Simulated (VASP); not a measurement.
Wanted: the native input for a VASP 6.6.1 run.

* Task: single point
* Functional: LDA
* Potentials or basis: VASP PAW LDA potentials, release 64 (Ti_sv, Ge_d, B)
* Cutoff: 520 eV
* k mesh: 9 × 9 × 4
* Occupations: gaussian, width 0.1 eV
* Spin: no spin polarisation
* Dipole correction: no
* Further INCAR settings: ALGO = Normal; EDIFF = 1e-06; NBANDS = 28

The structure of TiGeB4 lies in POSCAR:

```
TiGeB4
1.0
    3.0050593445      0.0000000000      0.0000000000
   -1.5025296722      2.6024577322      0.0000000000
    0.0000000000      0.0000000000      7.0645413340
Ti Ge B
1 1 4
Direct
    0.0000000000      0.0000000000      0.0000000000
    0.0000000000      0.0000000000      0.5000000000
    0.3333333333      0.6666666667      0.7795243638
    0.3333333333      0.6666666667      0.2204756362
    0.6666666667      0.3333333333      0.7795243638
    0.6666666667      0.3333333333      0.2204756362
```

These files were run (other wordings do the same):

INCAR

```
ALGO = Normal
EDIFF = 1E-6
ENCUT = 520
GGA = CA
ISIF = 2
ISMEAR = 0
LASPH = True
LCHARG = False
LREAL = False
LWAVE = False
NBANDS = 28
NELM = 60
PREC = Accurate
SIGMA = 0.1
```

KPOINTS

```
k-points
0
Gamma
  9 9 4
```

Potentials or basis: VASP PAW LDA potentials, release 64 (Ti_sv, Ge_d, B).

The run is started by

```console
$ cat potpaw_LDA.64/Ti_sv/POTCAR potpaw_LDA.64/Ge_d/POTCAR potpaw_LDA.64/B/POTCAR > POTCAR
$ mpirun -np 1 vasp_std > vasp.out
```

Results of the run:

- Pressure: 0.2 GPa
- Largest force: 0.006 eV/Å
- Band gap on the k mesh: zero (band 19 reaches 10.11 eV, above the bottom of band 20 at 7.02 eV)

It took 30 s on 1 thread of AMD EPYC 9R45 96-Core Processor (Zen 5), on a shared host, peak memory 0.16 GiB.
